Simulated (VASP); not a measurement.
Input of a VASP 6.6.1 run:

INCAR

```
  PREC = Accurate
  ENCUT = 520
  EDIFF = 1E-7
  ISMEAR = -1
  SIGMA = 0.24
  LREAL = False
  LASPH = True
  NELM = 80
  ALGO = Normal
  ISIF = 2
  LWAVE = False
  LCHARG = True
  GGA = PS
  LELF = True
  LVHAR = True
  NBANDS = 60
```

File KPOINTS:

```
Automatic mesh
0
Gamma
  3 3 1
```

POSCAR

```
TiO2
1.0
    3.8470600000      0.0000000000      0.0000000000
    0.0000000000      3.8470600000      0.0000000000
    0.0000000000      0.0000000000      9.6699950000
Ti O
4 8
Direct
    0.0048088670      0.0674541078      0.0088107595
    0.0031972467      0.5261680348      0.2573217463
    0.4778454196      0.4986145264      0.4976424497
    0.5667704689     -0.0422920360      0.7372599469
   -0.0303868409      0.0616834674      0.2362048791
    0.0269556492      0.5549952431      0.4568358102
    0.0211330211      0.5778438600      0.0496691053
    0.1137751946     -0.0409403545      0.8106312361
    0.5579325511      0.4854876191      0.7043333528
    0.5441298030      0.0946437019      0.9857399099
    0.5733209256      0.0258899003      0.5313136150
    0.5562169553      0.5649249037      0.3031956066
```

Potentials or basis: VASP PAW PBE potentials, release 64 (Ti_sv, O).

The run is started by

```sh
$ cat potpaw_PBE.64/Ti_sv/POTCAR potpaw_PBE.64/O/POTCAR > POTCAR
$ mpirun -np 1 vasp_std > vasp.out
```

**Question.** What does it give for the band gap on the k mesh?

**Answer.** 1.69 eV (least direct gap 2.04 eV).

**Question.** Predict the pressure.

**Answer.** -5.2 GPa.

**Question.** Estimate the largest force.

**Answer.** 3.303 eV/Å.

Forces in eV/Å, atoms in the order of the input:
```
Ti   0.135 -0.255  0.667
Ti   1.241  0.609 -1.259
Ti   1.295  0.727 -0.899
Ti   0.056  0.850  1.068
O    1.133 -0.052 -1.499
O    0.644 -0.506  1.526
O    0.382 -0.601  0.952
O   -1.641  0.454 -1.137
O    0.171  0.652 -0.069
O    0.677 -0.200 -1.133
O   -0.811 -1.360  1.605
O   -3.282 -0.318  0.179
```

Caveat: the k points lie up to 0.65 Å⁻¹ apart; the atoms stand as in a frame of molecular dynamics; the PAW data sets were made with another functional, which shifts forces and pressure a little. A k mesh can miss the band edges.
